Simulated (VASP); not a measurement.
Runs of VASP 6.6.1 on CaO (Lime). The structure is that of space group Fm-3m (No. 225), or close to it. The cells are those of the table. 

| level | cell | k mesh | smearing | grid for exact exchange (PRECFOCK) | screening parameter | gap on the mesh (eV) | pressure (GPa) |
| --- | --- | --- | --- | --- | --- | --- | --- |
| HSE06 | a = 3.517 Å, angles 60.0°, 2 atoms | 6 × 6 × 6 | gaussian 0.01 eV | Normal | 0.2079 1/Å | (b) | -9.4 |
| PBE | a = 3.391, b = 3.391, c = 3.454 Å, angles 59.4, 59.4, 58.8°, 2 atoms | 10 × 10 × 10 | fermi-dirac 0.02 eV | - | - | 3.56 | 3.1 |
| PBE | a = 3.517 Å, angles 60.0°, 2 atoms | 10 × 10 × 10 | fermi-dirac 0.02 eV | - | - | 3.64 | -7.3 |
| r2SCAN | a = 3.391, b = 3.391, c = 3.454 Å, angles 59.4, 59.4, 58.8°, 2 atoms | 10 × 10 × 10 | gaussian 0.01 eV | - | - | 4.11 | 1.1 |
| r2SCAN | a = 3.517 Å, angles 60.0°, 2 atoms | 10 × 10 × 10 | gaussian 0.01 eV | - | - | (a) | -9.5 |

Alike in all rows: task single point; potentials or basis VASP PAW PBE potentials, release 64 (Ca_sv, O); no spin polarisation; cutoff (eV) 520.

Fill in the values left out.

(a) 4.19; (b) 5.27.

Caveats: the PAW data sets were made with another functional, which shifts forces and pressure a little (some runs).

A k mesh can miss the band edges.
